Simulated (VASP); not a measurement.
Crystal: NiMoIrPdW.

```
CELL_PARAMETERS angstrom
4.11705 0.00000 0.00000
-2.05853 3.56547 0.00000
0.00000 0.00000 5.44580
ATOMIC_POSITIONS crystal
Ni 0.00000 0.00000 0.95775
Mo 0.66667 0.33333 0.96161
Pd 0.66667 0.33333 0.46295
Ir 0.33333 0.66667 0.72572
W 0.33333 0.66667 0.23642
```

Base run:

* Program: VASP 6.6.1
* Functional: PBE
* Potentials or basis: VASP PAW PBE potentials, release 64 (Ni, Mo_sv, Pd, Ir, W_sv)
* Cutoff: 520 eV
* k mesh: 6 × 6 × 4
* Occupations: fermi-dirac, width 0.05 eV
* Spin: collinear spin, ferromagnetic start
* Starting moments: [1.0, 1.0, 0.0, 0.6, 0.0] μB

Its results: pressure 0.2 GPa; net moment 0.00 μB per cell; largest force 0.163 eV/Å.

**Question.** The run is repeated on the same cell with these changes: functional from PBE to revPBE; further incar settings from ALGO = Fast; EDIFF = 1e-06; NBANDS = 40 to ALGO = Normal; EDIFF = 1e-07; NBANDS = 40. What comes out?

**Answer.** Pressure 2.9 GPa; net moment 0.00 μB per cell; largest force 0.185 eV/Å.

Caveats: the PAW data sets were made with another functional, which shifts forces and pressure a little (some runs).
